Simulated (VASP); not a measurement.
# MgBe2SeS2 (P-6m2) in VASP: further runs

Runs on MgBe2SeS2. Level: PBE. Tasks: single point.

All numbers are computed with VASP 6.6.1; they aren't measurements. Logs are shortened: lines on timing, memory, paths and dates and some standing lists are left out, and cuts for length are marked.

## Step 1: The cell of the first run

It takes space group P-6m2 (No. 187, hexagonal). Conventional cell: a = 4.623 Å, b = 4.623 Å, c = 5.227 Å, α = 90.00°, β = 90.00°, γ = 120.00°. Mg (site symmetry -6m2) has 5 Be at 2.61 to 2.67 Å and 3 S at 2.67 Å within 3.4 Å. Be (site symmetry -6m2) has 5 S at 2.61 to 2.67 Å and 3 Mg at 2.67 Å within 3.4 Å. Be (site symmetry -6m2) has 2 Mg at 2.61 Å and 3 Se at 2.67 Å and 3 S at 2.67 Å within 3.4 Å. Se (site symmetry -6m2) has 5 S at 2.61 to 2.67 Å and 3 Be at 2.67 Å within 3.4 Å. S (site symmetry -6m2) has 2 Se at 2.61 Å and 3 Mg at 2.67 Å and 3 Be at 2.67 Å within 3.4 Å. S (site symmetry -6m2) has 5 Be at 2.61 to 2.67 Å and 3 Se at 2.67 Å within 3.4 Å.

## Step 2: Single point, PBE

Contents of INCAR:

```
SYSTEM = MgBe2SeS2
PREC = Accurate ; ENCUT = 520
EDIFF = 1E-6 ; ISMEAR = 0
SIGMA = 0.1 ; LREAL = .FALSE.
LASPH = .TRUE. ; NELM = 100
ALGO = Normal ; ISIF = 2
LWAVE = .FALSE. ; LCHARG = .FALSE.
GGA = PE ; NBANDS = 21
```

Contents of KPOINTS:

```
Automatic mesh
0
G
  12 12 8
  0 0 0
```

Contents of POSCAR:

```
MgBe2SeS2
1.0
    4.6230551364      0.0000000000      0.0000000000
   -2.3115275682      4.0036831913      0.0000000000
    0.0000000000      0.0000000000      5.2267168842
Mg Be Se S
1 2 1 2
Direct
    0.0000000000      0.0000000000      0.5000000000
    0.6666666667      0.3333333333      0.5000000000
    0.0000000000      0.0000000000      0.0000000000
    0.3333333333      0.6666666667      0.0000000000
    0.3333333333      0.6666666667      0.5000000000
    0.6666666667      0.3333333333      0.0000000000
```

Potentials or basis: VASP PAW PBE potentials, release 64 (Mg, Be, Se, S).

Run with:

```sh
> cat potpaw_PBE.64/Mg/POTCAR potpaw_PBE.64/Be/POTCAR potpaw_PBE.64/Se/POTCAR potpaw_PBE.64/S/POTCAR > POTCAR
> mpirun -np 1 vasp_std > vasp.out
```

OUTCAR:

```text
SYSTEM = MgBe2SeS2
   PREC = Accurate
   ENCUT = 520
   EDIFF = 1E-6
   ISMEAR = 0
   LREAL = .FALSE.
   LASPH = .TRUE.
   NELM = 100
   ISIF = 2
   GGA = PE

 ion  position               nearest neighbor table
   1  0.000  0.000  0.500-   3 2.61   3 2.61   5 2.67   2 2.67   2 2.67   5 2.67   2 2.67   5 2.67

   2  0.667  0.333  0.500-   1 2.67   1 2.67   1 2.67
   3  0.000  0.000  0.000-   1 2.61   1 2.61
   4  0.333  0.667  0.000-   5 2.61   5 2.61   6 2.67   6 2.67   6 2.67
   5  0.333  0.667  0.500-   4 2.61   4 2.61   1 2.67   1 2.67   1 2.67
   6  0.667  0.333  0.000-   4 2.67   4 2.67   4 2.67

  LATTYP: Found a hexagonal cell.
 ALAT       =     4.6230551364
 C/A-ratio  =     1.1305763678

  Lattice vectors:

 A1 = (   4.6230551364,   0.0000000000,   0.0000000000)
 A2 = (  -2.3115275682,   4.0036831913,   0.0000000000)
 A3 = (   0.0000000000,   0.0000000000,   5.2267168842)

Analysis of symmetry for initial positions (statically):
=====================================================================
 Subroutine PRICEL returns:
 Original cell was already a primitive cell.

 Routine SETGRP: Setting up the symmetry group for a
 hexagonal supercell.

 Subroutine GETGRP returns: Found 12 space group operations
 (whereof 12 operations were pure point group operations)
 out of a pool of 24 trial point group operations.

The static configuration has the point symmetry D_3h.

Analysis of symmetry for dynamics (positions and initial velocities):
=====================================================================
 Subroutine PRICEL returns:
 Original cell was already a primitive cell.

 Routine SETGRP: Setting up the symmetry group for a
 hexagonal supercell.

 Subroutine GETGRP returns: Found 12 space group operations
 (whereof 12 operations were pure point group operations)
 out of a pool of 24 trial point group operations.

The dynamic configuration has the point symmetry D_3h.

 Subroutine INISYM returns: Found 12 space group operations
 (whereof 12 operations are pure point group operations),
 and found     1 'primitive' translations

----------------------------------------------------------------------------------------

                                     Primitive cell

  volume of cell :      96.7426

  direct lattice vectors                    reciprocal lattice vectors
     4.623055136  0.000000000  0.000000000     0.216307176  0.124885006  0.000000000
    -2.311527568  4.003683191  0.000000000     0.000000000  0.249770012  0.000000000
     0.000000000  0.000000000  5.226716884     0.000000000  0.000000000  0.191324692

  length of vectors
     4.623055136  4.623055136  5.226716884     0.249770012  0.249770012  0.191324692

  position of ions in fractional coordinates (direct lattice)
     0.000000000  0.000000000  0.500000000
     0.666666667  0.333333333  0.500000000
     0.000000000  0.000000000  0.000000000
     0.333333333  0.666666667  0.000000000
     0.333333333  0.666666667  0.500000000
     0.666666667  0.333333333  0.000000000

  ion indices of the primitive-cell ions
   primitive index   ion index
                 1           1
                 2           2
                 3           3
                 4           4
                 5           5
                 6           6

----------------------------------------------------------------------------------------

 KPOINTS: Automatic mesh

Automatic generation of k-mesh.
 Grid dimensions read from file:
 generate k-points for:   12   12    8

 Generating k-lattice:

  Cartesian coordinates                     Fractional coordinates (reciprocal lattice)
     0.018025598  0.010407084  0.000000000     0.083333333  0.000000000  0.000000000
     0.000000000  0.020814168  0.000000000     0.000000000  0.083333333  0.000000000
     0.000000000  0.000000000  0.023915587     0.000000000  0.000000000  0.125000000

  Length of vectors
     0.020814168  0.020814168  0.023915587

  Shift w.r.t. Gamma in fractional coordinates (k-lattice)
     0.000000000  0.000000000  0.000000000

 Subroutine IBZKPT returns following result:
 ===========================================

 Found     95 irreducible k-points:

 Following reciprocal coordinates:
            Coordinates               Weight
  0.000000  0.000000  0.000000      1.000000
  0.083333  0.000000  0.000000      6.000000
  0.166667 -0.000000  0.000000      6.000000
  0.250000 -0.000000  0.000000      6.000000
  0.333333  0.000000  0.000000      6.000000
  0.416667  0.000000  0.000000      6.000000
[... 16 lines left out ...]
  0.250000 -0.000000  0.125000     12.000000
  0.333333  0.000000  0.125000     12.000000
 [... further k-points ...]
   k-points           NKPTS =     95   k-points in BZ     NKDIM =     95   number of bands    NBANDS=     21
   number of dos      NEDOS =    301   number of ions     NIONS =      6
   total plane-waves  NPLWV =  51840
   dimension x,y,z NGX =    36 NGY =   36 NGZ =   40
   dimension x,y,z NGXF=    72 NGYF=   72 NGZF=   80
   ions per type =               1   2   1   2
   NGX,Y,Z   is equivalent  to a cutoff of  12.95, 12.95, 12.72 a.u.
   NGXF,Y,Z  is equivalent  to a cutoff of  25.89, 25.89, 25.45 a.u.
 SYSTEM =  MgBe2SeS2
   PREC   = accura    normal or accurate (medium, high low for compatibility)
   ISTART =      0    job   : 0-new  1-cont  2-samecut
   ICHARG =      2    charge: 1-file 2-atom 10-const
   ISPIN  =      1    spin polarized calculation?
   LNONCOLLINEAR =      F non collinear calculations
   LSORBIT =      F    spin-orbit coupling
   LASPH  =      T    aspherical Exc in radial PAW
   ENCUT  =  520.0 eV  38.22 Ry    6.18 a.u.   8.60  8.60  9.72*2*pi/ulx,y,z
   NELM   =    100;   NELMIN=  2; NELMDL= -5     # of ELM steps
   EDIFF  = 0.1E-05   stopping-criterion for ELM
   LREAL  =      F    real-space projection
   EDIFFG = 0.1E-04   stopping-criterion for IOM
   NSW    =      0    number of steps for IOM
   IBRION =     -1    ionic relax: 0-MD 1-quasi-New 2-CG
   NFREE  =      0    steps in history (QN), initial steepest desc. (CG)
   ISIF   =      2    stress and relaxation
   ISYM   =      2    0-nonsym 1-usesym 2-fastsym
   POTIM  = 0.5000    time-step for ionic-motion
   TEBEG  =    0.0;   TEEND  =   0.0 temperature during run
   PSTRESS=    0.0 pullay stress
   NELECT =      24.0000    total number of electrons
   NUPDOWN=      -1.0000    fix difference up-down
   EMIN   =  10.00;   EMAX   =-10.00  energy-range for DOS
   EFERMI =   0.00;   METHOD = LEGACY
   ISMEAR =     0;   SIGMA  =   0.10  broadening in eV -4-tet -1-fermi 0-gaus
   EFERMI_NEDOS =   21; number of points for ismear=-14 and -15
   IALGO  =     38    algorithm
   IMIX   =      4    mixing-type and parameters
     AMIX     =   0.40;   BMIX     =  1.00
     AMIX_MAG =   1.60;   BMIX_MAG =  1.00
  volume/ion in A,a.u.               =      16.12       108.81
  Fermi-wavevector in a.u.,A,eV,Ry     =   1.028662  1.943889 14.396941  1.058145
  Thomas-Fermi vector in A             =   2.162670
   LORBIT       =      0    0 simple, 1 ext, 2 COOP (PROOUT), +10 PAW based schemes
   GGA     = PE    functional components
   LHFCALC =     F    Hartree Fock is set to
   AEXX    =    0.0000 exact exchange contribution
   IVDW    =     0    specifies the selected vdW correction
   LEPSILON=     F    determine dielectric tensor
   LRPA    =     F    only Hartree local field effects (RPA)
 non-spin polarized calculation
 Gauss-broadening in eV      SIGMA  =   0.10
  energy-cutoff  :      520.00
  volume of cell :       96.74
 maximum number of plane-waves:      2626
 NGX is ok and might be reduce to    36
   NGX = 17   NGY = 17   NGZ = 19

 number of electron      24.0000001 magnetization

 Free energy of the ion-electron system (eV)
  ---------------------------------------------------
  ext. energy  EPLUGINS =         0.00000000
  ---------------------------------------------------
  free energy    TOTEN  =       -17.82758878 eV

  energy without entropy =      -17.81692576  energy(sigma->0) =      -17.82225727

 E-fermi :   5.8536     XC(G=0):  -9.9967

 val. band max:        5.8517265496   @ k =   0.2500   0.1667   0.1250
 cond. band min:       5.8631059291   @ k =   0.0000   0.0000   0.2500
 fundamental gap:      0.0113793796
 Fermi energy:         5.8535800004

 k-point     1 :       0.0000    0.0000    0.0000
  band No.  band energies     occupation
      1     -10.3350      2.00000
      2      -7.5348      2.00000
      3      -5.3007      2.00000
      4      -1.5896      2.00000
      5       0.0474      2.00000
      6       0.0474      2.00000
[... 13 lines left out ...]
     20      12.1175      0.00000
     21      12.1175      0.00000

 k-point     2 :       0.0833    0.0000    0.0000
  band No.  band energies     occupation
      1     -10.2983      2.00000
      2      -7.5342      2.00000
      3      -5.4007      2.00000
      4      -1.5527      2.00000
      5      -0.0714      2.00000
      6       0.0294      2.00000
[... 13 lines left out ...]
     20      12.4370      0.00000
     21      12.5333      0.00000

 k-point     3 :       0.1667   -0.0000    0.0000
  band No.  band energies     occupation
      1     -10.1914      2.00000
      2      -7.5402      2.00000
      3      -5.6590      2.00000
      4      -1.4461      2.00000
      5      -0.3342      2.00000
      6      -0.1194      2.00000
[... 13 lines left out ...]
     20      11.5623      0.00000
     21      12.4037      0.00000
[... 457 lines left out ...]
 k-point    23 :       0.2500   -0.0000    0.1250
  band No.  band energies     occupation
      1      -9.9706      2.00000
      2      -7.6456      2.00000
      3      -6.0937      2.00000
      4      -0.9723      2.00000
      5      -0.5626      2.00000
      6      -0.3988      2.00000
[... 13 lines left out ...]
     20      11.2716      0.00000
     21      11.7158      0.00000

 k-point    24 :       0.3333    0.0000    0.1250
  band No.  band energies     occupation
      1      -9.7685      2.00000
      2      -7.7023      2.00000
      3      -6.3980      2.00000
      4      -0.8296      2.00000
      5      -0.7865      2.00000
      6      -0.6683      2.00000
[... 13 lines left out ...]
     20      10.8660      0.00000
     21      11.4451      0.00000

 [... further k-points ...]
[... 5 lines left out ...]
  --------------------------------------------------------------------------------------
  -------------------------------------------------------------------------------------
  Total       -0.0297822     -0.0297822     -0.0087703      0.0000000      0.0000000     -0.0000000
  in kB       -0.4932302     -0.4932302     -0.1452472      0.0000000      0.0000000     -0.0000000
  external PRESSURE =      -0.3772359 kB  Pullay stress =       0.0000000 kB

 VOLUME and BASIS-vectors are now :
 -----------------------------------------------------------------------------
  energy-cutoff  :      520.00
  volume of cell :       96.74
      direct lattice vectors                 reciprocal lattice vectors
     4.623055136  0.000000000  0.000000000     0.216307176  0.124885006  0.000000000
    -2.311527568  4.003683191  0.000000000     0.000000000  0.249770012  0.000000000
     0.000000000  0.000000000  5.226716884     0.000000000  0.000000000  0.191324692

 POSITION                                       TOTAL-FORCE (eV/Angst)
 -----------------------------------------------------------------------------------
      0.00000      0.00000      2.61336         0.000000     -0.000000      0.000000
      2.31153      1.33456      2.61336         0.000000     -0.000000      0.000000
      0.00000      0.00000      0.00000         0.000000     -0.000000      0.000000
     -0.00000      2.66912      0.00000         0.000000     -0.000000      0.000000
     -0.00000      2.66912      2.61336         0.000000     -0.000000      0.000000
      2.31153      1.33456      0.00000        -0.000000      0.000000      0.000000
 -----------------------------------------------------------------------------------
    total drift:                                0.000000     -0.000000      0.000000

  FREE ENERGIE OF THE ION-ELECTRON SYSTEM (eV)
  ---------------------------------------------------
  free  energy   TOTEN  =       -17.8275887807 eV

  energy  without entropy=      -17.8169257615  energy(sigma->0) =      -17.82225727
```

Run time: 88 s. Hardware: 1 thread of Intel Xeon Platinum 8488C (Sapphire Rapids), shared host; peak memory 0.36 GiB.

What came out:

```
Free energy            : -17.8276 eV
Pressure               : 0.0 GPa
Band gap on the k mesh : zero (band 12 reaches 6.41 eV, above the bottom of band 13 at 4.76 eV)
```

## Step 3: Single point, PBE

Contents of INCAR:

```
  PREC = Accurate
  ENCUT = 520
  EDIFF = 1E-6
  ISMEAR = 0
  SIGMA = 0.1
  LREAL = False
  LASPH = True
  NELM = 60
  ALGO = Normal
  ISIF = 2
  LWAVE = False
  LCHARG = True
  GGA = PE
  LELF = True
  LVHAR = True
  NBANDS = 21
```

Contents of KPOINTS:

```
regular mesh
0
Gamma
  12 12 8
```

POSCAR is that of step 2.

Potentials or basis: VASP PAW PBE potentials, release 64 (Mg, Be, Se, S).

Run with:

```sh
> cat potpaw_PBE.64/Mg/POTCAR potpaw_PBE.64/Be/POTCAR potpaw_PBE.64/Se/POTCAR potpaw_PBE.64/S/POTCAR > POTCAR
> mpirun -np 1 vasp_std > vasp.out
```

OUTCAR:

```text
PREC = Accurate
   ENCUT = 520
   EDIFF = 1E-6
   ISMEAR = 0
   LREAL = False
   LASPH = True
   NELM = 60
   ISIF = 2
   GGA = PE

 ion  position               nearest neighbor table
   1  0.000  0.000  0.500-   3 2.61   3 2.61   5 2.67   2 2.67   2 2.67   5 2.67   2 2.67   5 2.67

   2  0.667  0.333  0.500-   1 2.67   1 2.67   1 2.67
   3  0.000  0.000  0.000-   1 2.61   1 2.61
   4  0.333  0.667  0.000-   5 2.61   5 2.61   6 2.67   6 2.67   6 2.67
   5  0.333  0.667  0.500-   4 2.61   4 2.61   1 2.67   1 2.67   1 2.67
[... 785 lines left out ...]
  -------------------------------------------------------------------------------------
  Total       -0.0297822     -0.0297822     -0.0087703      0.0000000      0.0000000     -0.0000000
  in kB       -0.4932302     -0.4932302     -0.1452472      0.0000000      0.0000000     -0.0000000
  external PRESSURE =      -0.3772359 kB  Pullay stress =       0.0000000 kB

 VOLUME and BASIS-vectors are now :
 -----------------------------------------------------------------------------
  energy-cutoff  :      520.00
  volume of cell :       96.74
      direct lattice vectors                 reciprocal lattice vectors
     4.623055136  0.000000000  0.000000000     0.216307176  0.124885006  0.000000000
    -2.311527568  4.003683191  0.000000000     0.000000000  0.249770012  0.000000000
     0.000000000  0.000000000  5.226716884     0.000000000  0.000000000  0.191324692

 POSITION                                       TOTAL-FORCE (eV/Angst)
 -----------------------------------------------------------------------------------
      0.00000      0.00000      2.61336         0.000000     -0.000000      0.000000
      2.31153      1.33456      2.61336         0.000000     -0.000000      0.000000
      0.00000      0.00000      0.00000         0.000000     -0.000000      0.000000
     -0.00000      2.66912      0.00000         0.000000     -0.000000      0.000000
     -0.00000      2.66912      2.61336         0.000000     -0.000000      0.000000
      2.31153      1.33456      0.00000        -0.000000      0.000000      0.000000
 -----------------------------------------------------------------------------------
    total drift:                                0.000000     -0.000000      0.000000

  FREE ENERGIE OF THE ION-ELECTRON SYSTEM (eV)
  ---------------------------------------------------
  free  energy   TOTEN  =       -17.8275887807 eV

  energy  without entropy=      -17.8169257615  energy(sigma->0) =      -17.82225727
```

OSZICAR:

```text
N       E                     dE             d eps       ncg     rms          rms(c)
DAV:   1     0.909057349981E+02    0.90906E+02   -0.10060E+04  3990   0.977E+02
DAV:   2    -0.935465210921E+01   -0.10026E+03   -0.95919E+02  5161   0.160E+02
DAV:   3    -0.178281132370E+02   -0.84735E+01   -0.83013E+01  5360   0.500E+01
DAV:   4    -0.179543011946E+02   -0.12619E+00   -0.12587E+00  4898   0.688E+00
DAV:   5    -0.179560825212E+02   -0.17813E-02   -0.17807E-02  5252   0.893E-01    0.139E+01
DAV:   6    -0.178323624409E+02    0.12372E+00   -0.24495E-01  4825   0.233E+00    0.861E+00
DAV:   7    -0.178296903776E+02    0.26721E-02   -0.11652E-01  4821   0.151E+00    0.634E-01
DAV:   8    -0.178273928838E+02    0.22975E-02   -0.94517E-03  4747   0.516E-01    0.270E-01
DAV:   9    -0.178275818786E+02   -0.18899E-03   -0.17682E-03  4878   0.236E-01    0.790E-02
DAV:  10    -0.178275812186E+02    0.66009E-06   -0.48217E-05  5266   0.412E-02    0.307E-02
DAV:  11    -0.178275886534E+02   -0.74348E-05   -0.15544E-05  4823   0.242E-02    0.806E-03
DAV:  12    -0.178275887807E+02   -0.12733E-06   -0.59087E-07  3140   0.480E-03
   1 F= -.17827589E+02 E0= -.17822257E+02  d E =-.106630E-01
```

Wall time 94 s (1 thread of Intel Xeon Platinum 8488C (Sapphire Rapids), shared host); peak memory 0.36 GiB.

What came out:

```
Free energy            : -17.8276 eV
Pressure               : 0.0 GPa
Band gap on the k mesh : zero (band 12 reaches 6.41 eV, above the bottom of band 13 at 4.76 eV)
```

Levels at points of the mesh, in eV from the Fermi level:
```tsv
k point	band 8	band 9	band 10	band 11	band 12	band 13	band 14	band 15	band 16	band 17
(0.00, 0.00, 0.00)	-3.91	-3.40	-2.92	-2.64	-2.64	-0.15	1.14	1.14	1.54	2.93
(0.50, 0.00, 0.00)	-4.47	-4.11	-0.93	-0.73	-0.21	0.53	0.98	3.05	3.37	3.43
(0.00, 0.00, 0.50)	-4.36	-3.13	-2.87	-2.87	-2.29	-1.00	-0.21	0.21	0.21	2.74
(0.50, 0.00, 0.50)	-3.74	-2.81	-2.16	-0.90	-0.75	0.61	1.06	2.28	2.46	3.06
```
